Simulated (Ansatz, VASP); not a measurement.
# Se: VASP beside Ansatz

```xyz
2
Lattice="0.0000 2.7123 2.7123 2.7123 0.0000 2.7123 2.7123 2.7123 0.0000" Properties=species:S:1:pos:R:3 pbc="T T T"
Se   -0.6781   -0.6781   -0.6781
Se    0.6781    0.6781    0.6781
```

Change from the starting cell: volume scaled by 0.68, PAW files.

Alike in both runs: task single point; functional LDA; k mesh 11 × 11 × 11; occupations fermi-dirac, width 0.08 eV; no spin polarisation.

```csv
,VASP,Ansatz
version,VASP 6.6.1,Ansatz 0.2.0
potentials or method,"VASP PAW LDA potentials, release 64 (Se)","PAW with Ansatz's default frozen-core files, scalar-relativistic"
plane-wave cutoff (eV),520,420
valence electrons in the cell,12,32
```

```csv
,VASP,Ansatz,Ansatz less VASP
pressure (GPa),39.3,38.7,-0.63
```

LDA's correlation is that of Perdew and Zunger in VASP and of Perdew and Wang (1992) in Ansatz. Both programs put the cell under a high pressure, so it lies far from rest at this level. VASP's potentials hold 12 valence electrons a cell and Ansatz's 32, so a difference there can come from the potentials and not from the codes.
